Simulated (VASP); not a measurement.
Here is a VASP 6.6.1 calculation.

Contents of POSCAR:

```
AlN
1.0
   -0.0056214455      2.0207168131      2.0207168131
    2.0207168131     -0.0056214455      2.0207168131
    2.0207168131      2.0207168131     -0.0056214455
Al N
1 1
Direct
    0.0000000000      0.0000000000      0.0000000000
    0.5000000000      0.5000000000      0.5000000000
```

Contents of INCAR.step1:

```
PREC = Accurate
ENCUT = 520
ISMEAR = 0
SIGMA = 0.01
LREAL = False
LASPH = True
NELM = 80
NBANDS = 11
GGA = PE
ALGO = Normal
EDIFF = 1E-4
LWAVE = True
LCHARG = False
```

The input INCAR.step2:

```
PREC = Accurate
ENCUT = 520
EDIFF = 1E-6
ISMEAR = 0
SIGMA = 0.01
LREAL = False
LASPH = True
NELM = 80
ALGO = Normal
ISIF = 2
LWAVE = False
LCHARG = True
METAGGA = R2SCAN
LMIXTAU = True
LELF = True
LVHAR = True
NBANDS = 11
ISTART = 1
```

KPOINTS

```
Automatic mesh
0
Gamma
  10 10 10
```

Potentials or basis: VASP PAW PBE potentials, release 64 (Al, N).

Run with:

```bash
$ cat potpaw_PBE.64/Al/POTCAR potpaw_PBE.64/N/POTCAR > POTCAR
$ cp INCAR.step1 INCAR
$ mpirun -np 1 vasp_std > vasp.out
$ cp INCAR.step2 INCAR
$ mpirun -np 1 vasp_std > vasp.out
```

Question: Estimate the band gap on the k mesh.

Answer: 5.41 eV (least direct gap 6.43 eV).

Question: Predict the pressure.

Answer: -2.7 GPa.

Stress tensor (GPa, compression positive):
```
-2.68  0.93  0.93
 0.93 -2.68  0.93
 0.93  0.93 -2.68
```

Caveat: the cell differs from its parent crystal (epitaxial 111 strain +0.4%); the PAW data sets were made with another functional, which shifts forces and pressure a little. A k mesh can miss the band edges.
